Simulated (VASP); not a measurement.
# Te (P3_121) in VASP: notebook

Aim: see how the results for Te move with the level of theory and the settings. Levels: PBEsol, RPBE+D4. Tasks: single point.

Program: VASP 6.6.1. These are calculated values, not measurements. Logs are shortened: lines on timing, memory, paths and dates and some standing lists are left out, and cuts for length are marked.

**1. The cell of the first run**

It takes space group P3_121 (No. 152, trigonal). Conventional cell: a = 4.363 Å, b = 4.363 Å, c = 5.803 Å, α = 90.00°, β = 90.00°, γ = 120.00°. Te (site symmetry 2) has 6 Te at 2.81 to 3.40 Å within 3.7 Å.

**2. Single point, PBEsol**

INCAR

```
SYSTEM = Te
PREC     = Accurate       ! precision mode
ENCUT    = 520            ! plane-wave cutoff, eV
EDIFF    = 1E-6           ! SCF threshold, eV
ISMEAR   = -1             ! smearing method
SIGMA    = 0.05           ! smearing width, eV
LREAL    = .FALSE.        ! projectors in reciprocal space
LASPH    = .TRUE.         ! aspherical terms in the spheres
NELM     = 80             ! most SCF steps
ALGO     = Normal         ! electronic algorithm
ISIF     = 2              ! what is computed and relaxed
LWAVE    = .FALSE.        ! write WAVECAR
LCHARG   = .FALSE.        ! write CHGCAR
GGA      = PS             ! functional
NBANDS   = 16             ! bands
```

KPOINTS

```
regular mesh
0
G
  7 7 5
  0 0 0
```

POSCAR

```
Te
1.0
    4.3630765282      0.0000000000      0.0000000000
   -2.1815382641      3.7785351121      0.0000000000
    0.0000000000      0.0000000000      5.8030681080
Te
3
Direct
    0.7310000000      0.7310000000      0.0000000000
    0.0000000000      0.2690000000      0.6666666667
    0.2690000000      0.0000000000      0.3333333333
```

Potentials or basis: VASP PAW PBE potentials, release 64 (Te).

Launch:

```sh
cat potpaw_PBE.64/Te/POTCAR > POTCAR
mpirun -np 1 vasp_std > vasp.out
```

OUTCAR:

```text
SYSTEM = Te
   PREC = Accurate
   ENCUT = 520
   EDIFF = 1E-6
   ISMEAR = -1
   LREAL = .FALSE.
   LASPH = .TRUE.
   NELM = 80
   ISIF = 2
   GGA = PS

 ion  position               nearest neighbor table
   1  0.731  0.731  0.000-   3 2.81   2 2.81   3 3.40   2 3.40   2 3.40   3 3.40
   2  0.000  0.269  0.667-   1 2.81   3 2.81   1 3.40   1 3.40   3 3.40   3 3.40
   3  0.269  0.000  0.333-   1 2.81   2 2.81   1 3.40   1 3.40   2 3.40   2 3.40

  LATTYP: Found a hexagonal cell.
 ALAT       =     4.3630765282
 C/A-ratio  =     1.3300404131

  Lattice vectors:

 A1 = (   4.3630765282,   0.0000000000,   0.0000000000)
 A2 = (  -2.1815382641,   3.7785351121,   0.0000000000)
 A3 = (   0.0000000000,   0.0000000000,   5.8030681080)

Analysis of symmetry for initial positions (statically):
=====================================================================
 Subroutine PRICEL returns:
 Original cell was already a primitive cell.

 Routine SETGRP: Setting up the symmetry group for a
 hexagonal supercell.

 Subroutine GETGRP returns: Found  6 space group operations
 (whereof  2 operations were pure point group operations)
 out of a pool of 24 trial point group operations.

The static configuration has the point symmetry C_2 .
 The point group associated with its full space group is D_3 .

Analysis of symmetry for dynamics (positions and initial velocities):
=====================================================================
 Subroutine PRICEL returns:
 Original cell was already a primitive cell.

 Routine SETGRP: Setting up the symmetry group for a
 hexagonal supercell.

 Subroutine GETGRP returns: Found  6 space group operations
 (whereof  2 operations were pure point group operations)
 out of a pool of 24 trial point group operations.

The dynamic configuration has the point symmetry C_2 .
 The point group associated with its full space group is D_3 .

 Subroutine INISYM returns: Found  6 space group operations
 (whereof  2 operations are pure point group operations),
 and found     1 'primitive' translations

----------------------------------------------------------------------------------------

                                     Primitive cell

  volume of cell :      95.6696

  direct lattice vectors                    reciprocal lattice vectors
     4.363076528  0.000000000  0.000000000     0.229196072  0.132326414  0.000000000
    -2.181538264  3.778535112  0.000000000     0.000000000  0.264652827  0.000000000
     0.000000000  0.000000000  5.803068108     0.000000000  0.000000000  0.172322637

  length of vectors
     4.363076528  4.363076528  5.803068108     0.264652827  0.264652827  0.172322637

  position of ions in fractional coordinates (direct lattice)
     0.731000000  0.731000000  0.000000000
     1.000000000  0.269000000  0.666666667
     0.269000000  0.000000000  0.333333333

  ion indices of the primitive-cell ions
   primitive index   ion index
                 1           1
                 2           2
                 3           3

----------------------------------------------------------------------------------------

 KPOINTS: regular mesh

Automatic generation of k-mesh.
 Grid dimensions read from file:
 generate k-points for:    7    7    5

 Generating k-lattice:

  Cartesian coordinates                     Fractional coordinates (reciprocal lattice)
     0.032742296  0.018903773  0.000000000     0.142857143  0.000000000  0.000000000
     0.000000000  0.037807547  0.000000000     0.000000000  0.142857143  0.000000000
     0.000000000  0.000000000  0.034464527     0.000000000  0.000000000  0.200000000

  Length of vectors
     0.037807547  0.037807547  0.034464527

  Shift w.r.t. Gamma in fractional coordinates (k-lattice)
     0.000000000  0.000000000  0.000000000

 Subroutine IBZKPT returns following result:
 ===========================================

 Found     32 irreducible k-points:

 Following reciprocal coordinates:
            Coordinates               Weight
  0.000000  0.000000  0.000000      1.000000
  0.142857  0.000000  0.000000      6.000000
  0.285714  0.000000  0.000000      6.000000
  0.428571  0.000000  0.000000      6.000000
  0.142857  0.142857  0.000000      6.000000
  0.285714  0.142857  0.000000     12.000000
[... 16 lines left out ...]
  0.000000  0.142857  0.400000      6.000000
  0.285714  0.000000  0.400000      6.000000
 [... further k-points ...]
   k-points           NKPTS =     32   k-points in BZ     NKDIM =     32   number of bands    NBANDS=     16
   number of dos      NEDOS =    301   number of ions     NIONS =      3
   total plane-waves  NPLWV =  49152
   dimension x,y,z NGX =    32 NGY =   32 NGZ =   48
   dimension x,y,z NGXF=    64 NGYF=   64 NGZF=   96
   ions per type =               3
   NGX,Y,Z   is equivalent  to a cutoff of  12.19, 12.19, 13.75 a.u.
   NGXF,Y,Z  is equivalent  to a cutoff of  24.39, 24.39, 27.50 a.u.
 SYSTEM =  Te
   PREC   = accura    normal or accurate (medium, high low for compatibility)
   ISTART =      0    job   : 0-new  1-cont  2-samecut
   ICHARG =      2    charge: 1-file 2-atom 10-const
   ISPIN  =      1    spin polarized calculation?
   LNONCOLLINEAR =      F non collinear calculations
   LSORBIT =      F    spin-orbit coupling
   LASPH  =      T    aspherical Exc in radial PAW
   ENCUT  =  520.0 eV  38.22 Ry    6.18 a.u.   8.11  8.11 10.79*2*pi/ulx,y,z
   NELM   =     80;   NELMIN=  2; NELMDL= -5     # of ELM steps
   EDIFF  = 0.1E-05   stopping-criterion for ELM
   LREAL  =      F    real-space projection
   EDIFFG = 0.1E-04   stopping-criterion for IOM
   NSW    =      0    number of steps for IOM
   IBRION =     -1    ionic relax: 0-MD 1-quasi-New 2-CG
   NFREE  =      0    steps in history (QN), initial steepest desc. (CG)
   ISIF   =      2    stress and relaxation
   ISYM   =      2    0-nonsym 1-usesym 2-fastsym
   POTIM  = 0.5000    time-step for ionic-motion
   TEBEG  =    0.0;   TEEND  =   0.0 temperature during run
   PSTRESS=    0.0 pullay stress
   NELECT =      18.0000    total number of electrons
   NUPDOWN=      -1.0000    fix difference up-down
   EMIN   =  10.00;   EMAX   =-10.00  energy-range for DOS
   EFERMI =   0.00;   METHOD = LEGACY
   ISMEAR =    -1;   SIGMA  =   0.05  broadening in eV -4-tet -1-fermi 0-gaus
   EFERMI_NEDOS =   21; number of points for ismear=-14 and -15
   IALGO  =     38    algorithm
   IMIX   =      4    mixing-type and parameters
     AMIX     =   0.40;   BMIX     =  1.00
     AMIX_MAG =   1.60;   BMIX_MAG =  1.00
  volume/ion in A,a.u.               =      31.89       215.20
  Fermi-wavevector in a.u.,A,eV,Ry     =   0.938082  1.772719 11.973109  0.879999
  Thomas-Fermi vector in A             =   2.065258
   LORBIT       =      0    0 simple, 1 ext, 2 COOP (PROOUT), +10 PAW based schemes
   GGA     = PS    functional components
   LHFCALC =     F    Hartree Fock is set to
   AEXX    =    0.0000 exact exchange contribution
   IVDW    =     0    specifies the selected vdW correction
   LEPSILON=     F    determine dielectric tensor
   LRPA    =     F    only Hartree local field effects (RPA)
 non-spin polarized calculation
  energy-cutoff  :      520.00
  volume of cell :       95.67
 maximum number of plane-waves:      2590
   NGX = 17   NGY = 17   NGZ = 21

 number of electron      17.9999999 magnetization

 Free energy of the ion-electron system (eV)
  ---------------------------------------------------
  ext. energy  EPLUGINS =         0.00000000
  ---------------------------------------------------
  free energy    TOTEN  =       -10.51787658 eV

  energy without entropy =      -10.51774386  energy(sigma->0) =      -10.51781022

 E-fermi :   6.8002     XC(G=0):  -9.4930

 val. band max:        6.4824580539   @ k =   0.2857   0.2857   0.4000
 cond. band min:       7.0475193454   @ k =   0.0000   0.0000   0.4000
 fundamental gap:      0.5650612915
 Fermi energy:         6.8001921978

 k-point     1 :       0.0000    0.0000    0.0000
  band No.  band energies     occupation
      1      -7.5022      2.00000
      2      -3.8897      2.00000
      3      -3.8897      2.00000
      4       3.3207      2.00000
      5       3.7771      2.00000
      6       3.7771      2.00000
[... 8 lines left out ...]
     15      12.6113      0.00000
     16      12.7842      0.00000

 k-point     2 :       0.1429    0.0000    0.0000
  band No.  band energies     occupation
      1      -7.3514      2.00000
      2      -3.9292      2.00000
      3      -3.8380      2.00000
      4       2.3659      2.00000
      5       3.0873      2.00000
      6       3.3713      2.00000
[... 8 lines left out ...]
     15      12.5590      0.00000
     16      12.9617      0.00000

 k-point     3 :       0.2857    0.0000    0.0000
  band No.  band energies     occupation
      1      -6.9339      2.00000
      2      -4.1646      2.00000
      3      -3.7084      2.00000
      4       1.4742      2.00000
      5       2.3072      2.00000
      6       2.8446      2.00000
[... 8 lines left out ...]
     15      13.1295      0.00000
     16      14.0918      0.00000

 k-point     4 :       0.4286    0.0000    0.0000
  band No.  band energies     occupation
      1      -6.4318      2.00000
      2      -4.6066      2.00000
      3      -3.5901      2.00000
      4       1.3448      2.00000
      5       1.8923      2.00000
      6       2.6110      2.00000
[... 8 lines left out ...]
     15      14.6484      0.00000
     16      15.3671      0.00000
[... 324 lines left out ...]
 k-point    22 :       0.1429    0.0000    0.4000
  band No.  band energies     occupation
      1      -6.7470      2.00000
      2      -6.0027      2.00000
      3      -1.9298      2.00000
      4       2.3907      2.00000
      5       3.4099      2.00000
      6       3.7284      2.00000
[... 8 lines left out ...]
     15      12.0936      0.00000
     16      12.9474      0.00000

 k-point    23 :       0.0000    0.1429    0.4000
  band No.  band energies     occupation
      1      -6.7418      2.00000
      2      -6.0128      2.00000
      3      -1.8953      2.00000
      4       2.2966      2.00000
      5       3.0567      2.00000
      6       3.6490      2.00000
[... 8 lines left out ...]
     15      12.3304      0.00000
     16      13.2351      0.00000

 k-point    24 :       0.2857    0.0000    0.4000
  band No.  band energies     occupation
      1      -6.3944      2.00000
      2      -5.6590      2.00000
      3      -2.7439      2.00000
      4       1.7232      2.00000
      5       2.8893      2.00000
      6       3.1203      2.00000
[... 8 lines left out ...]
     15      12.4667      0.00000
     16      13.1482      0.00000

 [... further k-points ...]

------------------------ aborting loop because EDIFF is reached ----------------------------------------

  FORCE on cell =-STRESS in cart. coord.  units (eV):
  Direction    XX          YY          ZZ          XY          YZ          ZX
  --------------------------------------------------------------------------------------
  -------------------------------------------------------------------------------------
  Total        1.1557069      1.1557069      2.2735432     -0.0000000      0.0000000      0.0000000
  in kB       19.3546053     19.3546053     38.0749933     -0.0000000      0.0000000      0.0000000
  external PRESSURE =      25.5947346 kB  Pullay stress =       0.0000000 kB

 VOLUME and BASIS-vectors are now :
 -----------------------------------------------------------------------------
  energy-cutoff  :      520.00
  volume of cell :       95.67
      direct lattice vectors                 reciprocal lattice vectors
     4.363076528  0.000000000  0.000000000     0.229196072  0.132326414  0.000000000
    -2.181538264  3.778535112  0.000000000     0.000000000  0.264652827  0.000000000
     0.000000000  0.000000000  5.803068108     0.000000000  0.000000000  0.172322637

 POSITION                                       TOTAL-FORCE (eV/Angst)
 -----------------------------------------------------------------------------------
      1.59470      2.76211      0.00000        -0.241048     -0.417508      0.000000
     -0.58683      1.01643      3.86871        -0.241048      0.417508      0.000000
      1.17367      0.00000      1.93436         0.482096     -0.000000     -0.000000
 -----------------------------------------------------------------------------------
    total drift:                                0.000000      0.000000      0.000000

  FREE ENERGIE OF THE ION-ELECTRON SYSTEM (eV)
  ---------------------------------------------------
  free  energy   TOTEN  =       -10.5178765786 eV

  energy  without entropy=      -10.5177438615  energy(sigma->0) =      -10.51781022
```

It took 56 s on 1 thread of Intel Xeon 8259CL, shared host; peak memory 0.22 GiB.

What came out:

```
Free energy            : -10.5179 eV
Pressure               : 2.6 GPa
Largest force          : 0.482 eV/Å
Band gap on the k mesh : 0.56 eV (least direct gap 0.80 eV)
```

Forces in eV/Å, atoms in the order of the input:
```
Te  -0.241 -0.418  0.000
Te  -0.241  0.418  0.000
Te   0.482  0.000  0.000
```

Levels at points of the mesh, in eV from the valence-band top:
```
           k point  band 7  band 8  band 9  band 10  band 11  band 12
(0.00, 0.00, 0.00)   -1.69   -1.69   -0.80     1.20     1.20     1.79
```

Caveat: semilocal functionals underestimate gaps, and a narrow one can read as zero; the PAW data sets were made with another functional, which shifts forces and pressure a little; spin-orbit coupling is left out, which moves the levels of the heavy elements. A k mesh can miss the band edges.

(Continued in part 2 of 3.)
